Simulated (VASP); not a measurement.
The system is Y.

```
Y
1.0
     3.64257    0.00000    0.00000
    -1.82128    3.15456    0.00000
     0.00000    0.00000    5.87916
Y
2
Direct
  0.33333 0.66667 0.25000
  0.66667 0.33333 0.75000
```

| Quantity | Value |
| --- | --- |
| Program | VASP 6.6.1 |
| Task | relaxation of cell and atoms |
| Functional | PBE |
| Potentials or basis | VASP PAW PBE potentials, release 64 (Y_sv) |
| Cutoff | 600 eV |
| k mesh | 12 × 12 × 6 |
| Occupations | gaussian, width 0.1 eV |
| Spin | no spin polarisation |

At the start: pressure -1.2 GPa; volume 33.78 Å³/atom.

Question: How do energy, volume and symmetry change on relaxing?

Answer: Over 11 steps the energy falls by 10.0 meV/atom and the volume is 32.76 Å³/atom (-3.0 %); space group P6_3/mmc (No. 194, to 0.05 Å).

Step by step:
```tsv
step	energy change (eV)	largest force (eV/Å)	pressure (GPa)	volume (Å³)
1	0.0000	0.0000	-1.16	67.56
2	-0.0170	0.0000	0.23	65.18
3	-0.0172	0.0000	0.37	64.95
4	-0.0198	0.0000	0.08	65.37
5	-0.0200	0.0000	0.06	65.49
6	-0.0195	0.0000	-0.14	65.73
7	-0.0200	0.0000	-0.01	65.54
8	-0.0200	0.0000	0.01	65.53
9	-0.0200	0.0000	0.01	65.51
10	-0.0200	0.0000	-0.03	65.54
11	-0.0200	0.0000	0.00	65.52
```

Final structure:
```cif
data_structure
_symmetry_space_group_name_H-M 'P 1'
_symmetry_Int_Tables_number 1
_cell_length_a 3.6546
_cell_length_b 3.6546
_cell_length_c 5.6647
_cell_angle_alpha 90.000
_cell_angle_beta 90.000
_cell_angle_gamma 120.000
_cell_volume 65.52
loop_
_atom_site_label
_atom_site_type_symbol
_atom_site_fract_x
_atom_site_fract_y
_atom_site_fract_z
_atom_site_occupancy
Y1 Y 0.33333 0.66667 0.25000 1
Y2 Y 0.66667 0.33333 0.75000 1
```
